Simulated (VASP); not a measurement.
Crystal: P.

```
CELL_PARAMETERS angstrom
1.64774 -5.46504 0.00000
1.64774 5.46504 0.00000
0.00000 0.00000 4.54364
ATOMIC_POSITIONS crystal
P 0.90414 0.09586 0.58882
P 0.09586 0.90414 0.41118
P 0.59586 0.40414 0.08882
P 0.40414 0.59586 0.91118
```

| Item | Value |
| --- | --- |
| Program | VASP 6.6.1 |
| Task | relaxation of cell and atoms |
| Functional | PBEsol |
| Dispersion | D3(BJ) |
| Potentials or basis | VASP PAW PBE potentials, release 64 (P) |
| Cutoff | 600 eV |
| k mesh | 8 × 8 × 6 |
| Occupations | fermi-dirac, width 0.05 eV |
| Spin | no spin polarisation |

At the start: pressure -2.9 GPa; volume 20.46 Å³/atom.

How do energy, volume and symmetry change on relaxing?

Over 21 steps the energy falls by 82.6 meV/atom and the volume is 15.87 Å³/atom (-22.4 %); space group Cmce (No. 64, to 0.1 Å) before and after.

Step by step:
| step | energy change (eV) | largest force (eV/Å) | pressure (GPa) | volume (Å³) |
| --- | --- | --- | --- | --- |
| 1 | 0.0000 | 0.2747 | -2.89 | 81.83 |
| 2 | -0.0533 | 0.5408 | 0.47 | 77.54 |
| 3 | -0.0539 | 0.5796 | 0.92 | 77.04 |
| 4 | -0.0999 | 0.4380 | 0.50 | 75.57 |
| 5 | -0.1756 | 0.4306 | -0.68 | 71.27 |
| 6 | -0.2265 | 0.2747 | -0.64 | 69.79 |
| 7 | -0.3063 | 0.2240 | -0.04 | 65.64 |
| 8 | -0.3088 | 0.3455 | 0.32 | 64.57 |
| 9 | -0.3193 | 0.1141 | -0.09 | 63.79 |
| 10 | -0.3193 | 0.1236 | -0.07 | 63.83 |
| 11 | -0.3226 | 0.0797 | 0.07 | 63.77 |
| 12 | -0.3270 | 0.0676 | 0.45 | 63.61 |
| 13 | -0.3292 | 0.0111 | -0.14 | 63.86 |
| 14 | -0.3294 | 0.0249 | -0.31 | 63.94 |
| 15 | -0.3298 | 0.0282 | -0.16 | 63.82 |
| 16 | -0.3299 | 0.0342 | -0.08 | 63.76 |
| 17 | -0.3302 | 0.0252 | 0.01 | 63.66 |
| 18 | -0.3302 | 0.0278 | 0.02 | 63.65 |
| 19 | -0.3303 | 0.0176 | -0.06 | 63.63 |
| 20 | -0.3303 | 0.0159 | -0.15 | 63.60 |
| 21 | -0.3304 | 0.0027 | -0.05 | 63.49 |

Final structure:
```
P
1.0
     1.66899   -4.96747    0.00000
     1.66899    4.96747    0.00000
     0.00000    0.00000    3.82918
P
4
Cartesian
  1.6690 -3.8672 2.1311
  1.6690 3.8672 1.6981
  1.6690 -1.1002 0.2165
  1.6690 1.1002 3.6127
```

Caveat: the volume moved by over 15 % at a fixed basis, so the end points are rough; the PAW data sets were made with another functional, which shifts forces and pressure a little.
